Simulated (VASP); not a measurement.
Here is a VASP 6.6.1 calculation.

INCAR

```
PREC = Accurate ; ENCUT = 600
EDIFF = 1E-6 ; ISMEAR = -1
SIGMA = 0.02 ; LREAL = False
LASPH = True ; NELM = 120
ALGO = Normal ; ISIF = 2
LWAVE = False ; LCHARG = True
GGA = PE ; LELF = True
LVHAR = True ; NBANDS = 16
GGA_COMPAT = False
```

Contents of KPOINTS:

```
Automatic mesh
0
Gamma
  8 8 8
```

POSCAR

```
CdO
1.0
    0.0000000000      2.4307638007      2.4307638007
    2.4307638007      0.0000000000      2.4307638007
    2.4307638007      2.4307638007      0.0000000000
Cd O
1 1
Direct
    0.0000000000      0.0000000000      0.0000000000
    0.5000000000      0.5000000000      0.5000000000
```

Potentials or basis: VASP PAW PBE potentials, release 64 (Cd, O).

Run with:

```bash
$ cat potpaw_PBE.64/Cd/POTCAR potpaw_PBE.64/O/POTCAR > POTCAR
$ mpirun -np 1 vasp_std > vasp.out
```

(1) Estimate the pressure.

(2) Estimate the band gap on the k mesh.

## Answers

(1) -5.7 GPa.

(2) zero (bands 9 and 10 overlap by 0.61 eV).

Caveat: the cell stands under tension; semilocal functionals underestimate gaps, so a narrow gap can read as zero.
